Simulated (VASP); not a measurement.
# Sc (Im-3m) in VASP: further runs, part 2 of 2

VASP 6.6.1. Earlier steps stand in the parts before.

### 3 Relaxation of cell and atoms, PBEsol, target pressure 10 GPa, at which the enthalpy is minimised

Input file INCAR:

```
SYSTEM = Sc
PREC = Accurate
ENCUT = 600
EDIFF = 1E-6
ISMEAR = 0
SIGMA = 0.05
LREAL = .FALSE.
LASPH = .TRUE.
NELM = 80
ALGO = Normal
ISIF = 3
LWAVE = .FALSE.
LCHARG = .FALSE.
GGA = PS
IBRION = 2
NSW = 80
EDIFFG = -0.02
PSTRESS = 100.0
```

Input file KPOINTS:

```
Automatic mesh
0
G
  9 9 9
  0 0 0
```

Input file POSCAR:

```
Sc
1.0
    1.8400000000      1.8400000000      1.8400000000
   -1.8400000000      1.8400000000      1.8400000000
   -1.8400000000     -1.8400000000      1.8400000000
Sc
1
Direct
    0.0000000000      0.0000000000      0.0000000000
```

Potentials or basis: VASP PAW PBE potentials, release 64 (Sc_sv).

Command:

```bash
$ cat potpaw_PBE.64/Sc_sv/POTCAR > POTCAR
$ mpirun -np 1 vasp_std > vasp.out
```

OUTCAR:

```text
SYSTEM = Sc
   PREC = Accurate
   ENCUT = 600
   EDIFF = 1E-6
   ISMEAR = 0
   LREAL = .FALSE.
   LASPH = .TRUE.
   NELM = 80
   ISIF = 3
   GGA = PS
   IBRION = 2
   NSW = 80
   EDIFFG = -0.02
   PSTRESS = 100.0

 ion  position               nearest neighbor table
   1  0.000  0.000  0.000-

  LATTYP: Found a body centered cubic cell.
 ALAT       =     3.6800000000

  Lattice vectors:

 A1 = (   1.8400000000,  -1.8400000000,  -1.8400000000)
 A2 = (   1.8400000000,   1.8400000000,   1.8400000000)
 A3 = (  -1.8400000000,  -1.8400000000,   1.8400000000)

Analysis of symmetry for initial positions (statically):
=====================================================================
 Subroutine PRICEL returns:
 Original cell was already a primitive cell.

 Routine SETGRP: Setting up the symmetry group for a
 body centered cubic supercell.

 Subroutine GETGRP returns: Found 48 space group operations
 (whereof 48 operations were pure point group operations)
 out of a pool of 48 trial point group operations.

The static configuration has the point symmetry O_h .

Analysis of symmetry for dynamics (positions and initial velocities):
=====================================================================
 Subroutine PRICEL returns:
 Original cell was already a primitive cell.

 Routine SETGRP: Setting up the symmetry group for a
 body centered cubic supercell.

 Subroutine GETGRP returns: Found 48 space group operations
 (whereof 48 operations were pure point group operations)
 out of a pool of 48 trial point group operations.

The dynamic configuration has the point symmetry O_h .

 Subroutine INISYM returns: Found 48 space group operations
 (whereof 48 operations are pure point group operations),
 and found     1 'primitive' translations

----------------------------------------------------------------------------------------

                                     Primitive cell

  volume of cell :      24.9180

  direct lattice vectors                    reciprocal lattice vectors
     1.840000000  1.840000000  1.840000000     0.271739130  0.000000000  0.271739130
    -1.840000000  1.840000000  1.840000000    -0.271739130  0.271739130  0.000000000
    -1.840000000 -1.840000000  1.840000000     0.000000000 -0.271739130  0.271739130

  length of vectors
     3.186973486  3.186973486  3.186973486     0.384297164  0.384297164  0.384297164

  position of ions in fractional coordinates (direct lattice)
     0.000000000  0.000000000  0.000000000

  ion indices of the primitive-cell ions
   primitive index   ion index
                 1           1

----------------------------------------------------------------------------------------

 KPOINTS: Automatic mesh

Automatic generation of k-mesh.
 Grid dimensions read from file:
 generate k-points for:    9    9    9

 Generating k-lattice:

  Cartesian coordinates                     Fractional coordinates (reciprocal lattice)
     0.030193237  0.000000000  0.030193237     0.111111111  0.000000000  0.000000000
    -0.030193237  0.030193237  0.000000000     0.000000000  0.111111111  0.000000000
     0.000000000 -0.030193237  0.030193237     0.000000000  0.000000000  0.111111111

  Length of vectors
     0.042699685  0.042699685  0.042699685

  Shift w.r.t. Gamma in fractional coordinates (k-lattice)
     0.000000000  0.000000000  0.000000000

 Subroutine IBZKPT returns following result:
 ===========================================

 Found     35 irreducible k-points:

 Following reciprocal coordinates:
            Coordinates               Weight
  0.000000  0.000000  0.000000      1.000000
  0.111111  0.000000  0.000000     12.000000
  0.222222  0.000000  0.000000     12.000000
  0.333333  0.000000  0.000000     12.000000
  0.444444  0.000000  0.000000     12.000000
  0.222222  0.111111  0.000000     24.000000
[... 16 lines left out ...]
  0.111111 -0.444444  0.111111     24.000000
  0.222222 -0.444444  0.111111     24.000000
 [... further k-points ...]
   k-points           NKPTS =     35   k-points in BZ     NKDIM =     35   number of bands    NBANDS=      9
   number of dos      NEDOS =    301   number of ions     NIONS =      1
   total plane-waves  NPLWV =  21952
   dimension x,y,z NGX =    28 NGY =   28 NGZ =   28
   dimension x,y,z NGXF=    56 NGYF=   56 NGZF=   56
   ions per type =               1
   NGX,Y,Z   is equivalent  to a cutoff of  14.61, 14.61, 14.61 a.u.
   NGXF,Y,Z  is equivalent  to a cutoff of  29.21, 29.21, 29.21 a.u.
 SYSTEM =  Sc
   PREC   = accura    normal or accurate (medium, high low for compatibility)
   ISTART =      0    job   : 0-new  1-cont  2-samecut
   ICHARG =      2    charge: 1-file 2-atom 10-const
   ISPIN  =      1    spin polarized calculation?
   LNONCOLLINEAR =      F non collinear calculations
   LSORBIT =      F    spin-orbit coupling
   LASPH  =      T    aspherical Exc in radial PAW
   ENCUT  =  600.0 eV  44.10 Ry    6.64 a.u.   6.37  6.37  6.37*2*pi/ulx,y,z
   NELM   =     80;   NELMIN=  2; NELMDL= -5     # of ELM steps
   EDIFF  = 0.1E-05   stopping-criterion for ELM
   LREAL  =      F    real-space projection
   EDIFFG = -.2E-01   stopping-criterion for IOM
   NSW    =     80    number of steps for IOM
   IBRION =      2    ionic relax: 0-MD 1-quasi-New 2-CG
   NFREE  =      1    steps in history (QN), initial steepest desc. (CG)
   ISIF   =      3    stress and relaxation
   ISYM   =      2    0-nonsym 1-usesym 2-fastsym
   POTIM  = 0.5000    time-step for ionic-motion
   TEBEG  =    0.0;   TEEND  =   0.0 temperature during run
   PSTRESS=  100.0 pullay stress
   NELECT =      11.0000    total number of electrons
   NUPDOWN=      -1.0000    fix difference up-down
   EMIN   =  10.00;   EMAX   =-10.00  energy-range for DOS
   EFERMI =   0.00;   METHOD = LEGACY
   ISMEAR =     0;   SIGMA  =   0.05  broadening in eV -4-tet -1-fermi 0-gaus
   EFERMI_NEDOS =   21; number of points for ismear=-14 and -15
   IALGO  =     38    algorithm
   IMIX   =      4    mixing-type and parameters
     AMIX     =   0.40;   BMIX     =  1.00
     AMIX_MAG =   1.60;   BMIX_MAG =  1.00
  volume/ion in A,a.u.               =      24.92       168.16
  Fermi-wavevector in a.u.,A,eV,Ry     =   1.246526  2.355592 21.141091  1.553826
  Thomas-Fermi vector in A             =   2.380699
   LORBIT       =      0    0 simple, 1 ext, 2 COOP (PROOUT), +10 PAW based schemes
   GGA     = PS    functional components
   LHFCALC =     F    Hartree Fock is set to
   AEXX    =    0.0000 exact exchange contribution
   IVDW    =     0    specifies the selected vdW correction
   LEPSILON=     F    determine dielectric tensor
   LRPA    =     F    only Hartree local field effects (RPA)
 conjugate gradient relaxation of ions
 non-spin polarized calculation
 Gauss-broadening in eV      SIGMA  =   0.05
  energy-cutoff  :      600.00
  volume of cell :       24.92
 maximum number of plane-waves:       887
 NGX is ok and might be reduce to    28
   NGX = 13   NGY = 13   NGZ = 13

--------------------------------------- Ionic step        1  -------------------------------------------

 number of electron      11.0000002 magnetization

 Free energy of the ion-electron system (eV)
  ---------------------------------------------------
  ext. energy  EPLUGINS =         0.00000000
  ---------------------------------------------------
  free energy    TOTEN  =        -6.49158941 eV

  energy without entropy =       -6.48934906  energy(sigma->0) =       -6.49046924

 E-fermi :   3.6232     XC(G=0):  -9.9513

 val. band max:        3.5881145677   @ k =   0.4444   0.2222   0.1111
 cond. band min:       3.6423970427   @ k =   0.2222  -0.4444   0.1111
 fundamental gap:      0.0542824750
 Fermi energy:         3.6231916475

 k-point     1 :       0.0000    0.0000    0.0000
  band No.  band energies     occupation
      1     -45.7932      2.00000
      2     -24.2925      2.00000
      3     -24.2925      2.00000
      4     -24.2925      2.00000
      5      -1.5999      2.00000
      6       5.0379      0.00000
      7       5.0379      0.00000
      8       5.0379      0.00000
      9       6.4562      0.00000
[... 347 lines left out ...]
  enthalpy is  TOTEN    =        -5.0553487678 eV   P V=        1.1665477118

--------------------------------------- Ionic step        3  -------------------------------------------

 number of electron      10.9999999 magnetization

 Free energy of the ion-electron system (eV)
  ---------------------------------------------------
  ext. energy  EPLUGINS =         0.00000000
  ---------------------------------------------------
  free energy    TOTEN  =        -6.40528012 eV

  energy without entropy =       -6.40127525  energy(sigma->0) =       -6.40327769

 E-fermi :   4.7544     XC(G=0): -10.7233

 val. band max:        4.6915997481   @ k =  -0.4444   0.2222   0.1111
 cond. band min:       4.7617393722   @ k =   0.1111  -0.4444   0.1111
 fundamental gap:      0.0701396241
 Fermi energy:         4.7544325827

 k-point     1 :       0.0000    0.0000    0.0000
  band No.  band energies     occupation
      1     -44.1794      2.00000
      2     -22.5341      2.00000
      3     -22.5341      2.00000
      4     -22.5341      2.00000
      5      -0.7739      2.00000
      6       6.4286      0.00000
      7       6.4286      0.00000
      8       6.4286      0.00000
      9       8.1940      0.00000
[... 304 lines left out ...]
  FREE ENERGIE OF THE ION-ELECTRON SYSTEM (eV)
  ---------------------------------------------------
  free  energy   TOTEN  =        -6.4052801193 eV

  energy  without entropy=       -6.4012752528  energy(sigma->0) =       -6.40327769

  enthalpy is  TOTEN    =        -5.1108165140 eV   P V=        1.2944636053

 reached required accuracy - stopping structural energy minimisation
```

It took 30 s on 1 thread of AMD EPYC 7R13 (Zen 3), shared host; peak memory 0.14 GiB.

Results:

| Item | Value |
| --- | --- |
| Free energy | -6.4053 eV |
| Relaxed volume | 20.74 Å³/atom |
| Relaxed cell | a = 2.998 Å, b = 2.998 Å, c = 2.998 Å, α = 70.53°, β = 109.47°, γ = 70.53° |
| Space group after relaxing (to 0.05 Å) | Im-3m (No. 229) |
| Energy change on relaxing (the enthalpy is what falls) | +86.3 meV/atom |
| Ionic steps | 3 |
| Pressure after relaxing | 10.0 GPa |

Step by step:
```tsv
step	energy change (eV)	largest force (eV/Å)	pressure (GPa)	volume (Å³)
1	0.0000	0.0000	-2.18	24.92
2	0.2697	0.0000	19.31	18.69
3	0.0863	0.0000	9.98	20.74
```

Final structure:
```
Sc
1.0
     1.73080    1.73080    1.73080
    -1.73080    1.73080    1.73080
    -1.73080   -1.73080    1.73080
Sc
1
Direct
  0.00000 0.00000 0.00000
```

Levels at points of the mesh, in eV from the Fermi level:
```csv
k point,band 2,band 3,band 4,band 5,band 6,band 7,band 8,band 9
"(0.00, 0.00, 0.00)",-27.29,-27.29,-27.29,-5.53,1.67,1.67,1.67,3.44
```

Caveat: the cell is relaxed towards a set pressure, so the enthalpy falls and the energy may rise; the volume moved by over 15 % at a fixed basis, so the end points are rough; the PAW data sets were made with another functional, which shifts forces and pressure a little.
